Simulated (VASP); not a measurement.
Here is a VASP 6.6.1 calculation.

File INCAR:

```
PREC = Accurate ; ENCUT = 520
EDIFF = 1E-7 ; ISMEAR = 0
SIGMA = 0.01 ; LREAL = False
LASPH = True ; NELM = 80
ALGO = Normal ; ISIF = 2
LWAVE = False ; LCHARG = True
GGA = PS ; LELF = True
LVHAR = True ; NBANDS = 31
```

File KPOINTS:

```
Automatic mesh
0
Gamma
  4 4 6
```

Contents of POSCAR:

```
HfO2
1.0
    4.8135330000      0.0000000000      0.0000000000
    0.0000000000      4.8135330000      0.0000000000
    0.0000000000      0.0000000000      3.2054150000
Hf O
2 4
Direct
    0.0000000000      0.0000000000      0.0000000000
    0.5000000000      0.5000000000      0.5000000000
    0.1949550000      0.8050450000      0.5000000000
    0.3050450000      0.3050450000      0.0000000000
    0.6949550000      0.6949550000      0.0000000000
    0.8050450000      0.1949550000      0.5000000000
```

Potentials or basis: VASP PAW PBE potentials, release 64 (Hf_pv, O).

The run is started by

```console
$ cat potpaw_PBE.64/Hf_pv/POTCAR potpaw_PBE.64/O/POTCAR > POTCAR
$ mpirun -np 1 vasp_std > vasp.out
```

Problem. What does it give for the pressure?

Solution. -0.9 GPa.

Problem. Estimate the band gap on the k mesh.

Solution. 3.87 eV.

Stress tensor (GPa, compression positive):
```
-0.64  0.00  0.00
 0.00 -0.64  0.00
 0.00  0.00 -1.38
```

Caveat: the PAW data sets were made with another functional, which shifts forces and pressure a little; spin-orbit coupling is left out, which moves the levels of the heavy elements. A k mesh can miss the band edges.
